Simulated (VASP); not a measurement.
A run of VASP 6.6.1:

File POSCAR:

```
ZrSi2
1.0
    7.2442845951      0.0000000000      0.0000000000
    0.0000000000      7.2442845951      0.0000000000
    0.0000000000      0.0000000000      2.7149940966
Zr Si
2 4
Direct
    0.0000000000      0.0000000000      0.0000000000
    0.5000000000      0.5000000000      0.5000000000
    0.2642523415      0.2642523415      0.0000000000
    0.2357476585      0.7642523415      0.5000000000
    0.7357476585      0.7357476585      0.0000000000
    0.7642523415      0.2357476585      0.5000000000
```

File INCAR.step1:

```
SYSTEM = ZrSi2
PREC = Accurate
ENCUT = 520
ISMEAR = 0
SIGMA = 0.1
LREAL = .FALSE.
LASPH = .TRUE.
NELM = 80
NBANDS = 29
GGA = PE
ALGO = Normal
EDIFF = 1E-4
LWAVE = .TRUE.
LCHARG = .FALSE.
```

The input INCAR.step2:

```
SYSTEM = ZrSi2
PREC = Accurate
ENCUT = 520
EDIFF = 1E-7
ISMEAR = 0
SIGMA = 0.1
LREAL = .FALSE.
LASPH = .TRUE.
NELM = 80
ALGO = Normal
ISIF = 2
LWAVE = .FALSE.
LCHARG = .FALSE.
METAGGA = R2SCAN
LMIXTAU = .TRUE.
NBANDS = 29
ISTART = 1
```

Contents of KPOINTS:

```
Automatic mesh
0
G
  6 6 14
  0 0 0
```

Potentials or basis: VASP PAW PBE potentials, release 64 (Zr_sv, Si).

Launch:

```console
$ cat potpaw_PBE.64/Zr_sv/POTCAR potpaw_PBE.64/Si/POTCAR > POTCAR
$ cp INCAR.step1 INCAR
$ mpirun -np 1 vasp_std > vasp.out
$ cp INCAR.step2 INCAR
$ mpirun -np 1 vasp_std > vasp.out
```

Hardware: 1 thread of Intel(R) Xeon(R) 6975P-C (Granite Rapids), on a shared host.

**Question.** How long does it take, and how much memory?

**Answer.** It took 11 min on 1 thread of Intel(R) Xeon(R) 6975P-C (Granite Rapids), with other jobs on the host, peak memory 0.43 GiB. Counts: k points 80.
